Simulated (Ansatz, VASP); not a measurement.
## LiF: VASP beside Ansatz

File INCAR:

```
PREC = Accurate
ENCUT = 520
EDIFF = 1E-6
ISMEAR = 0
SIGMA = 0.1
LREAL = F
LASPH = T
NELM = 80
ALGO = Normal
ISIF = 2
LWAVE = F
LCHARG = T
GGA = PE
LELF = T
LVHAR = T
NBANDS = 42
```

File KPOINTS:

```
regular mesh
0
Gamma
  4 4 2
```

POSCAR

```
LiF
1.0
    1.4827888476     -2.5682656209      0.0000000000
   -4.4483665428     -2.5682656209      0.0000000000
    0.0000000000      0.0000000000     -7.3523263888
Li F
6 6
Direct
    0.5000000000      1.0000000000      0.8333333333
    1.0000000000      0.5000000000      0.8333333333
    0.7500000000      0.7500000000      0.1666666667
    0.2500000000      0.2500000000      0.1666666667
    0.2500000000      0.7500000000      0.5000000000
    0.7500000000      0.2500000000      0.5000000000
    0.7500000000      0.7500000000      0.6666666667
    0.2500000000      0.2500000000      0.6666666667
    0.2500000000      0.7500000000      1.0000000000
    0.7500000000      0.2500000000      1.0000000000
    0.5000000000      1.0000000000      0.3333333333
    1.0000000000      0.5000000000      0.3333333333
```

Input for Ansatz:

```yaml
crystal:
  lattice:
    - [1.4827888476, -2.5682656209, 0.0]
    - [-4.4483665428, -2.5682656209, 0.0]
    - [0.0, 0.0, -7.3523263888]
  atoms:
    - { symbol: Li, position: [0.5, 1.0, 0.8333333333] }
    - { symbol: Li, position: [1.0, 0.5, 0.8333333333] }
    - { symbol: Li, position: [0.75, 0.75, 0.1666666667] }
    - { symbol: Li, position: [0.25, 0.25, 0.1666666667] }
    - { symbol: Li, position: [0.25, 0.75, 0.5] }
    - { symbol: Li, position: [0.75, 0.25, 0.5] }
    - { symbol: F, position: [0.75, 0.75, 0.6666666667] }
    - { symbol: F, position: [0.25, 0.25, 0.6666666667] }
    - { symbol: F, position: [0.25, 0.75, 1.0] }
    - { symbol: F, position: [0.75, 0.25, 1.0] }
    - { symbol: F, position: [0.5, 1.0, 0.3333333333] }
    - { symbol: F, position: [1.0, 0.5, 0.3333333333] }
basis:
  ecutwfc: 420
kpoints:
  mp_grid: { grid: [4, 4, 2] }
hamiltonian:
  xc: pbe
scf:
  occupations: { method: gaussian, width: 0.1 }
  lower_state_search: "off"
output:
  forces: true
  stress: true
  eigenvalues: true
```

Alike in both runs: task single point; functional PBE; k mesh 4 × 4 × 2; occupations gaussian, width 0.1 eV; no spin polarisation.

|  | VASP | Ansatz |
| --- | --- | --- |
| version | VASP 6.6.1 | Ansatz 0.2.0 |
| potentials or method | VASP PAW PBE potentials, release 64 (Li_sv, F), cutoff 520 eV | scalar-relativistic, plane waves, PAW |
| valence electrons in the cell | 60 | 60 |

|  | VASP | Ansatz | Ansatz less VASP |
| --- | --- | --- | --- |
| gap on the k mesh at the Fermi level (eV) | 7.80 | 7.81 | +0.009 |
| least direct gap on the mesh (eV) | 7.80 | 7.81 | +0.009 |

With one functional, cell and mesh, what is left measures potentials, basis and numerics.

The k mesh is coarse, so the values compare programs but aren't converged. Noted on VASP's run: the cutoff is under 1.25 times that of the potentials, so the pressure is a little rough.
